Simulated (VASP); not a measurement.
# NaH (Fm-3m) in VASP: further runs, part 2 of 2

VASP 6.6.1. The steps go on from the part before.

## Step 5: Relaxation of cell and atoms, PBE

This run uses another cell than the first one, of 7.83 Å³/atom.

File INCAR:

```
SYSTEM = NaH
PREC = Accurate ; ENCUT = 600
EDIFF = 1E-6 ; ISMEAR = -1
SIGMA = 0.02 ; LREAL = .FALSE.
LASPH = .TRUE. ; NELM = 60
ALGO = Normal ; ISIF = 3
LWAVE = .FALSE. ; LCHARG = .FALSE.
GGA = PE ; IBRION = 2
NSW = 80 ; EDIFFG = -0.005
```

File KPOINTS:

```
Automatic mesh
0
G
  10 10 10
  0 0 0
```

File POSCAR:

```
NaH
1.0
    0.0000000000      1.9855990000      1.9855990000
    1.9855990000      0.0000000000      1.9855990000
    1.9855990000      1.9855990000      0.0000000000
Na H
1 1
Direct
    0.0000000000      0.0000000000      0.0000000000
    0.5000000000      0.5000000000      0.5000000000
```

On the command line:

```bash
cat potpaw_PBE.64/Na_pv/POTCAR potpaw_PBE.64/H/POTCAR > POTCAR
mpirun -np 1 vasp_std > vasp.out
```

Run time: 72 s. Hardware: 1 thread of Intel Xeon 8259CL, shared host; peak memory 0.13 GiB.

The run converged. Its results:

```
Free energy                           : -5.0699 eV
Relaxed volume                        : 13.82 Å³/atom
Relaxed cell                          : a = 3.394 Å, b = 3.394 Å, c = 3.394 Å, α = 60.00°, β = 60.00°, γ = 60.00°
Space group after relaxing (to 0.1 Å) : Fm-3m (No. 225)
Energy gained by relaxing             : 499.4 meV/atom
Ionic steps                           : 20
Pressure after relaxing               : 0.0 GPa
Band gap on the k mesh                : 3.81 eV (least direct gap 4.66 eV)
```

The path:
| step | energy change (eV) | largest force (eV/Å) | pressure (GPa) | volume (Å³) |
| --- | --- | --- | --- | --- |
| 1 | 0.0000 | 0.0000 | 41.65 | 15.66 |
| 2 | -0.7791 | 0.0000 | 12.68 | 20.74 |
| 3 | -0.9682 | 0.0000 | 3.61 | 24.72 |
| 4 | -0.9125 | 0.0000 | -3.67 | 34.17 |
| 5 | -0.9973 | 0.0000 | -0.60 | 28.40 |
| 6 | -0.9987 | 0.0000 | -0.08 | 27.79 |
| 7 | -0.9986 | 0.0000 | 0.30 | 27.50 |
| 8 | -0.9986 | 0.0000 | 0.20 | 27.50 |
| 9 | -0.9986 | 0.0000 | 0.20 | 27.50 |
| 10 | -0.9986 | 0.0000 | 0.17 | 27.50 |
| 11 | -0.9986 | 0.0000 | 0.18 | 27.50 |
| 12 | -0.9986 | 0.0000 | 0.18 | 27.50 |
| 13 | -0.9986 | 0.0000 | 0.18 | 27.50 |
| 14 | -0.9987 | 0.0000 | 0.19 | 27.50 |
| 15 | -0.9987 | 0.0000 | 0.19 | 27.51 |
| 16 | -0.9987 | 0.0000 | 0.14 | 27.51 |
| 17 | -0.9987 | 0.0000 | 0.11 | 27.52 |
| 18 | -0.9987 | 0.0000 | 0.14 | 27.53 |
| 19 | -0.9987 | 0.0000 | 0.10 | 27.57 |
| 20 | -0.9987 | 0.0000 | 0.02 | 27.64 |

Final structure:
```
Na H
1.0
     0.00000    2.39966    2.39966
     2.39966    0.00000    2.39966
     2.39966    2.39966    0.00000
Na H
1 1
Direct
  0.00000 0.00000 0.00000
  0.50000 0.50000 0.50000
```

Levels at points of the mesh, in eV from the valence-band top:
```
           k point  band 1  band 2  band 3  band 4  band 5  band 6  band 7  band 8
(0.00, 0.00, 0.00)  -22.05  -22.05  -22.05   -3.66   10.62   15.77   15.77   15.77
(0.50, 0.00, 0.00)  -22.15  -22.06  -22.06   -0.85    3.81   10.94   13.53   13.53
(0.50, 0.50, 0.00)  -22.14  -22.08  -22.08   -0.16    4.69   10.12   10.82   10.82
```

Caveat: the volume moved by over 15 % at a fixed basis, so the end points are rough. A k mesh can miss the band edges.

## Step 6: Relaxation of cell and atoms, r2SCAN

This run uses another cell than the first one, of 14.11 Å³/atom.

File POSCAR:

```
NaH
1.0
    0.0000000000      2.4161698304      2.4161698304
    2.4161698304      0.0000000000      2.4161698304
    2.4161698304      2.4161698304      0.0000000000
Na H
1 1
Direct
    0.0000000000      0.0000000000      0.0000000000
    0.5000000000      0.5000000000      0.5000000000
```

File INCAR.step1:

```
SYSTEM = NaH
ALGO = Normal
EDIFF = 1E-4
ENCUT = 600
GGA = PE
ISMEAR = -1
LASPH = .TRUE.
LCHARG = .FALSE.
LREAL = .FALSE.
LWAVE = .TRUE.
NELM = 60
PREC = Accurate
SIGMA = 0.02
```

File INCAR.step2:

```
SYSTEM = NaH
ALGO = Normal
EDIFF = 1E-7
EDIFFG = -0.005
ENCUT = 600
IBRION = 2
ISIF = 3
ISMEAR = -1
ISTART = 1
LASPH = .TRUE.
LCHARG = .FALSE.
LMIXTAU = .TRUE.
LREAL = .FALSE.
LWAVE = .FALSE.
METAGGA = R2SCAN
NELM = 60
NSW = 80
PREC = Accurate
SIGMA = 0.02
```

File KPOINTS:

```
k-points
0
G
  8 8 8
  0 0 0
```

Potentials or basis: VASP PAW PBE potentials, release 64 (Na_pv, H).

On the command line:

```bash
cat potpaw_PBE.64/Na_pv/POTCAR potpaw_PBE.64/H/POTCAR > POTCAR
cp INCAR.step1 INCAR
mpirun -np 1 vasp_std > vasp.out
cp INCAR.step2 INCAR
mpirun -np 1 vasp_std > vasp.out
```

It took 2.4 min on 1 thread of Intel Xeon 8259CL, shared host; peak memory 0.16 GiB.

Results (log left out):

| Property | Result |
| --- | --- |
| Free energy | -7.6042 eV |
| Relaxed volume | 13.61 Å³/atom |
| Relaxed cell | a = 3.376 Å, b = 3.376 Å, c = 3.376 Å, α = 60.00°, β = 60.00°, γ = 60.00° |
| Space group after relaxing (to 0.1 Å) | Fm-3m (No. 225) |
| Energy gained by relaxing | 1.4 meV/atom |
| Ionic steps | 3 |
| Pressure after relaxing | 0.0 GPa |
| Band gap on the k mesh | 4.43 eV (least direct gap 5.28 eV) |

Step by step:
```csv
step,energy change (eV),largest force (eV/Å),pressure (GPa),volume (Å³)
1,0.0000,0.0000,-0.70,28.21
2,-0.0011,0.0000,-0.56,27.96
3,-0.0029,0.0000,0.02,27.22
```

Final structure:
```
CELL_PARAMETERS angstrom
0.00000 2.38744 2.38744
2.38744 0.00000 2.38744
2.38744 2.38744 0.00000
ATOMIC_POSITIONS crystal
Na 0.00000 0.00000 0.00000
H 0.50000 0.50000 0.50000
```

Levels at points of the mesh, in eV from the valence-band top:
| k point | band 2 | band 3 | band 4 | band 5 | band 6 | band 7 |
| --- | --- | --- | --- | --- | --- | --- |
| (0.00, 0.00, 0.00) | -22.83 | -22.83 | -3.65 | 11.77 | 16.63 | 16.63 |
| (0.50, 0.00, 0.00) | -22.85 | -22.85 | -0.85 | 4.43 | 11.95 | 14.14 |
| (0.50, 0.50, 0.00) | -22.87 | -22.87 | -0.18 | 5.27 | 10.84 | 11.62 |

Caveat: the PAW data sets were made with another functional, which shifts forces and pressure a little. A k mesh can miss the band edges.

## Step 7: The runs side by side

```tsv
task	level	cell	k mesh	cutoff (eV)	smearing	gap on the mesh (eV)	pressure (GPa)	relaxed volume (Å³/atom)
single point	PBE	a = 3.391 Å, angles 60.0°, 2 atoms	10 × 10 × 10	520	fermi-dirac 0.02 eV	3.82	0.5	-
single point	r2SCAN	a = 3.391 Å, angles 60.0°, 2 atoms	8 × 8 × 8	520	fermi-dirac 0.02 eV	4.41	-0.3	-
single point	r2SCAN	a = 3.391 Å, angles 60.0°, 2 atoms	10 × 10 × 10	520	gaussian 0.01 eV	4.43	-0.3	-
relaxation of cell and atoms	PBE	relaxed from a = 2.808 Å, angles 60.0°, 2 atoms	10 × 10 × 10	600	fermi-dirac 0.02 eV	3.81	0.0	13.82
relaxation of cell and atoms	r2SCAN	relaxed from a = 3.417 Å, angles 60.0°, 2 atoms	8 × 8 × 8	600	fermi-dirac 0.02 eV	4.43	0.0	13.61
```

Alike in all rows: potentials or basis VASP PAW PBE potentials, release 64 (Na_pv, H); no spin polarisation.

On the cell as given the gap runs from 3.82 eV (PBE) to 4.43 eV (r2SCAN); the meshes differ, which moves gaps too. The pressure there spans -0.3 GPa (r2SCAN) to 0.5 GPa (PBE); a positive pressure means that this level wants a larger cell, a negative one a smaller.

Caveats: the PAW data sets were made with another functional, which shifts forces and pressure a little (at least some runs); the volume moved by over 15 % at a fixed basis, so the end points are rough (at least some runs).

Total energies depend on the potentials used, so only differences within one code and one set of settings carry meaning.
